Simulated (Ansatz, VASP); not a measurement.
One calculation of F, two programs

```xyz
4
Lattice="3.1850 -1.8305 -0.2457 3.1850 1.8305 -0.2457 -2.3949 0.0000 7.3307" Properties=species:S:1:pos:R:3 pbc="T T T"
F     0.3632    0.0000    0.5010
F     3.6119    0.0000    6.3384
F     1.7731    0.0000    4.1060
F     2.2020    0.0000    2.7334
```

Alike in both runs: task single point; functional PBEsol; k mesh 4 × 4 × 2; occupations gaussian, width 0.05 eV; no spin polarisation.

|  | VASP | Ansatz |
| --- | --- | --- |
| version | VASP 6.6.1 | Ansatz 0.2.0 |
| potentials or method | VASP PAW PBE potentials, release 64 (F), cutoff 520 eV | scalar-relativistic, plane waves, PAW |
| valence electrons in the cell | 28 | 28 |

|  | VASP | Ansatz | Ansatz less VASP |
| --- | --- | --- | --- |
| gap on the k mesh at the Fermi level (eV) | 2.14 | 2.19 | +0.051 |
| least direct gap on the mesh (eV) | 2.19 | 2.24 | +0.051 |
| pressure (GPa) | 7.7 | 6.7 | -0.98 |
| traceless stress, the component that is largest in VASP (GPa) | 13.63 | 12.31 | -1.314 |
| rms of the force components (eV/Å) | 4.658 | 4.098 | -0.5607 |

VASP's potentials were made for PBE, not for PBEsol. Atom by atom the forces differ by 0.597 eV/Å (rms over components).

The k mesh is coarse, so the values compare programs but aren't converged. Noted on VASP's run: the standard files for N, O and F lose accuracy on very short bonds.
